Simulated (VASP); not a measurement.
# Cd in VASP: settings compared, part 3 of 3

VASP 6.6.1.

### Step 5. Single point, PBE (strained)

INCAR reads:

```
SYSTEM = Cd
PREC = Accurate ; ENCUT = 520
EDIFF = 1E-6 ; ISMEAR = 0
SIGMA = 0.1 ; LREAL = .FALSE.
LASPH = .TRUE. ; NELM = 100
ALGO = Fast ; ISIF = 2
LWAVE = .FALSE. ; LCHARG = .FALSE.
GGA = PE ; NBANDS = 19
```

KPOINTS reads:

```
Automatic mesh
0
G
  18 18 8
  0 0 0
```

POSCAR reads:

```
Cd
1.0
    3.0441693935      0.0000000000      0.0000000000
   -1.5220846967      2.6363280281      0.0000000000
    0.0000000000      0.0000000000      6.0778478880
Cd
2
Direct
    0.3333333333      0.6666666667      0.2500000000
    0.6666666667      0.3333333333      0.7500000000
```

Potentials or basis: VASP PAW PBE potentials, release 64 (Cd).

Command:

```
$ cat potpaw_PBE.64/Cd/POTCAR > POTCAR
$ mpirun -np 1 vasp_std > vasp.out
```

OUTCAR:

```text
SYSTEM = Cd
   PREC = Accurate
   ENCUT = 520
   EDIFF = 1E-6
   ISMEAR = 0
   LREAL = .FALSE.
   LASPH = .TRUE.
   NELM = 100
   ISIF = 2
   GGA = PE

 ion  position               nearest neighbor table
   1  0.333  0.667  0.250-   2 3.51   2 3.51   2 3.51   2 3.51   2 3.51   2 3.51
   2  0.667  0.333  0.750-   1 3.51   1 3.51   1 3.51   1 3.51   1 3.51   1 3.51

  LATTYP: Found a hexagonal cell.
 ALAT       =     3.0441693935
 C/A-ratio  =     1.9965537729

  Lattice vectors:

 A1 = (   3.0441693935,   0.0000000000,   0.0000000000)
 A2 = (  -1.5220846967,   2.6363280281,   0.0000000000)
 A3 = (   0.0000000000,   0.0000000000,   6.0778478880)

Analysis of symmetry for initial positions (statically):
=====================================================================
 Subroutine PRICEL returns:
 Original cell was already a primitive cell.

 Routine SETGRP: Setting up the symmetry group for a
 hexagonal supercell.

 Subroutine GETGRP returns: Found 24 space group operations
 (whereof 12 operations were pure point group operations)
 out of a pool of 24 trial point group operations.

The static configuration has the point symmetry D_3d.
 The point group associated with its full space group is D_6h.

Analysis of symmetry for dynamics (positions and initial velocities):
=====================================================================
 Subroutine PRICEL returns:
 Original cell was already a primitive cell.

 Routine SETGRP: Setting up the symmetry group for a
 hexagonal supercell.

 Subroutine GETGRP returns: Found 24 space group operations
 (whereof 12 operations were pure point group operations)
 out of a pool of 24 trial point group operations.

The dynamic configuration has the point symmetry D_3d.
 The point group associated with its full space group is D_6h.

 Subroutine INISYM returns: Found 24 space group operations
 (whereof 12 operations are pure point group operations),
 and found     1 'primitive' translations

[... 110 lines left out ...]
   EFERMI_NEDOS =   21; number of points for ismear=-14 and -15
   IALGO  =     68    algorithm
   IMIX   =      4    mixing-type and parameters
     AMIX     =   0.40;   BMIX     =  1.00
     AMIX_MAG =   1.60;   BMIX_MAG =  1.00
  volume/ion in A,a.u.               =      24.39       164.58
  Fermi-wavevector in a.u.,A,eV,Ry     =   1.292427  2.442332 22.726716  1.670366
  Thomas-Fermi vector in A             =   2.424135
   LORBIT       =      0    0 simple, 1 ext, 2 COOP (PROOUT), +10 PAW based schemes
   GGA     = PE    functional components
   LHFCALC =     F    Hartree Fock is set to
   AEXX    =    0.0000 exact exchange contribution
   IVDW    =     0    specifies the selected vdW correction
   LEPSILON=     F    determine dielectric tensor
   LRPA    =     F    only Hartree local field effects (RPA)
 non-spin polarized calculation
 RMM-DIIS sequential band-by-band and
 Gauss-broadening in eV      SIGMA  =   0.10
  energy-cutoff  :      520.00
  volume of cell :       48.78
 maximum number of plane-waves:      1342
 NGX is ok and might be reduce to    24
   NGX = 11   NGY = 11   NGZ = 23

 number of electron      23.9999992 magnetization

 Free energy of the ion-electron system (eV)
  ---------------------------------------------------
  ext. energy  EPLUGINS =         0.00000000
  ---------------------------------------------------
  free energy    TOTEN  =        -1.47930411 eV

  energy without entropy =       -1.47650659  energy(sigma->0) =       -1.47790535

 E-fermi :   2.1206     XC(G=0): -10.3842

 val. band max:        2.1075358283   @ k =   0.3889   0.1111   0.0000
 cond. band min:       2.1434892009   @ k =   0.5000   0.0000   0.5000
 fundamental gap:      0.0359533726
 Fermi energy:         2.1205859997

 k-point     1 :       0.0000    0.0000    0.0000
  band No.  band energies     occupation
      1      -7.3658      2.00000
      2      -7.2281      2.00000
      3      -6.8756      2.00000
      4      -6.8756      2.00000
      5      -6.8477      2.00000
      6      -6.8477      2.00000
[... 505 lines left out ...]
      6      -6.5506      2.00000
[... 11 lines left out ...]
     18      12.1949      0.00000
     19      13.5723      0.00000

 [... further k-points ...]

------------------------ aborting loop because EDIFF is reached ----------------------------------------

  FORCE on cell =-STRESS in cart. coord.  units (eV):
  Direction    XX          YY          ZZ          XY          YZ          ZX
  --------------------------------------------------------------------------------------
  -------------------------------------------------------------------------------------
  Total       -0.5032085     -0.5032085     -0.5661057     -0.0000000      0.0000000     -0.0000000
  in kB      -16.5287677    -16.5287677    -18.5947346     -0.0000000      0.0000000     -0.0000000
  external PRESSURE =     -17.2174233 kB  Pullay stress =       0.0000000 kB

 VOLUME and BASIS-vectors are now :
 -----------------------------------------------------------------------------
  energy-cutoff  :      520.00
  volume of cell :       48.78
      direct lattice vectors                 reciprocal lattice vectors
     3.044169393  0.000000000  0.000000000     0.328496831  0.189657734  0.000000000
    -1.522084697  2.636328028  0.000000000     0.000000000  0.379315468  0.000000000
     0.000000000  0.000000000  6.077847888     0.000000000  0.000000000  0.164531923

 POSITION                                       TOTAL-FORCE (eV/Angst)
 -----------------------------------------------------------------------------------
     -0.00000      1.75755      1.51946         0.000000      0.000000      0.000000
      1.52208      0.87878      4.55839        -0.000000     -0.000000      0.000000
 -----------------------------------------------------------------------------------
    total drift:                               -0.000000      0.000000      0.000000

  FREE ENERGIE OF THE ION-ELECTRON SYSTEM (eV)
  ---------------------------------------------------
  free  energy   TOTEN  =        -1.4793041145 eV

  energy  without entropy=       -1.4765065925  energy(sigma->0) =       -1.47790535
```

OSZICAR:

```text
N       E                     dE             d eps       ncg     rms          rms(c)
DAV:   1     0.172908922623E+03    0.17291E+03   -0.12917E+04  7038   0.124E+03
DAV:   2     0.261589015374E+01   -0.17029E+03   -0.16438E+03  7315   0.327E+02
DAV:   3    -0.154855219611E+01   -0.41644E+01   -0.41565E+01  8080   0.582E+01
DAV:   4    -0.155589323649E+01   -0.73410E-02   -0.73403E-02  7707   0.231E+00
DAV:   5    -0.155591828786E+01   -0.25051E-04   -0.25052E-04  7762   0.128E-01    0.340E+00
RMM:   6    -0.147998420241E+01    0.75934E-01   -0.20126E-01  7064   0.403E+00    0.286E+00
RMM:   7    -0.147813566555E+01    0.18485E-02   -0.19873E-02  7341   0.103E+00    0.152E+00
RMM:   8    -0.147918629897E+01   -0.10506E-02   -0.42338E-03  7391   0.829E-01    0.995E-02
RMM:   9    -0.147927225233E+01   -0.85953E-04   -0.35708E-04  7642   0.177E-01    0.512E-02
RMM:  10    -0.147930619112E+01   -0.33939E-04   -0.12300E-04  7522   0.137E-01    0.220E-02
RMM:  11    -0.147930418826E+01    0.20029E-05   -0.10441E-05  7732   0.294E-02    0.309E-03
RMM:  12    -0.147930411446E+01    0.73799E-07   -0.40034E-07  4947   0.724E-03
   1 F= -.14793041E+01 E0= -.14779054E+01  d E =-.279752E-02
```

It took 2.5 min on 1 thread of Intel Xeon 8259CL, shared host; peak memory 0.27 GiB.

Results:

```
Free energy            : -1.4793 eV
Pressure               : -1.7 GPa
Band gap on the k mesh : zero (bands 12 and 13 overlap by 4.11 eV)
```

Stress tensor (GPa, compression positive):
```
-1.65  0.00  0.00
 0.00 -1.65  0.00
 0.00  0.00 -1.86
```

Caveat: the cell differs from its parent crystal (strained).

### Step 6. Single point, PBE (one atom moved)

INCAR reads:

```
ALGO = Fast ; EDIFF = 1E-6
ENCUT = 520 ; GGA = PE
ISIF = 2 ; ISMEAR = 0
LASPH = T ; LCHARG = F
LREAL = F ; LWAVE = F
NBANDS = 19 ; NELM = 80
PREC = Accurate ; SIGMA = 0.1
```

KPOINTS reads:

```
k-points
0
Gamma
  15 15 8
```

POSCAR reads:

```
Cd
1.0
    2.9788725081      0.0000000000      0.0000000000
   -1.4894362540      2.5797792666      0.0000000000
    0.0000000000      0.0000000000      5.6176500000
Cd
2
Direct
    0.3333333333      0.6666666667      0.2500000000
    0.6841100195      0.3682200390      0.7500000000
```

Potentials or basis: VASP PAW PBE potentials, release 64 (Cd).

Command:

```
$ cat potpaw_PBE.64/Cd/POTCAR > POTCAR
$ mpirun -np 1 vasp_std > vasp.out
```

Wall time 3.9 min (1 thread of Intel Xeon 8259CL, shared host); peak memory 0.33 GiB.

The run converged. Its results:

```
Free energy            : -1.4699 eV
Pressure               : 3.2 GPa
Largest force          : 0.024 eV/Å
Band gap on the k mesh : zero (bands 12 and 13 overlap by 4.58 eV)
```

Forces in eV/Å, atoms in the order of the input:
```
Cd   0.000  0.024  0.000
Cd   0.000 -0.024  0.000
```

Stress tensor (GPa, compression positive):
```
3.04 0.00 0.00
0.00 3.42 0.00
0.00 0.00 3.13
```

Levels at points of the mesh, in eV from the Fermi level:
```tsv
k point	band 10	band 11	band 12	band 13	band 14	band 15
(0.00, 0.00, 0.00)	-8.57	-8.52	-3.09	-3.08	10.52	14.37
(0.00, 0.00, 0.50)	-8.65	-7.43	-7.43	3.67	3.67	14.74
```

Caveat: the cell differs from its parent crystal (one atom moved); the cell stands under pressure.

### Step 7. Overview

```csv
level,potentials or basis,cell,k mesh,further INCAR settings,gap on the mesh (eV),pressure (GPa)
LDA,"VASP PAW LDA potentials, release 64 (Cd)","a = 2.886, b = 2.886, c = 5.443 Å, angles 90.0, 90.0, 120.0°, 2 atoms, strained",18 × 18 × 8,ALGO = Fast; EDIFF = 1e-06; NBANDS = 19,none,2.4
PBE,"VASP PAW PBE potentials, release 64 (Cd)","a = 2.870, b = 2.870, c = 5.497 Å, angles 90.0, 90.0, 120.0°, 2 atoms, strained",18 × 18 × 8,ALGO = Fast; EDIFF = 1e-07; NBANDS = 19,none,11.6
PBE,"VASP PAW PBE potentials, release 64 (Cd)","a = 2.907, b = 2.907, c = 5.650 Å, angles 90.0, 90.0, 120.0°, 2 atoms, strained",18 × 18 × 8,ALGO = Fast; EDIFF = 1e-06; NBANDS = 19,none,7.0
PBE,"VASP PAW PBE potentials, release 64 (Cd)","a = 3.044, b = 3.044, c = 6.078 Å, angles 90.0, 90.0, 120.0°, 2 atoms, strained",18 × 18 × 8,ALGO = Fast; EDIFF = 1e-06; NBANDS = 19,none,-1.7
PBE,"VASP PAW PBE potentials, release 64 (Cd)","a = 2.979, b = 2.979, c = 5.618 Å, angles 90.0, 90.0, 120.0°, 2 atoms, one atom moved",15 × 15 × 8,ALGO = Fast; EDIFF = 1e-06; NBANDS = 19,none,3.2
```

Alike in all rows: task single point; no spin polarisation; cutoff (eV) 520; smearing gaussian 0.1 eV.

Caveats: the cell stands under pressure (at least some runs).

Absolute energies hang on the potentials; compare differences alone.
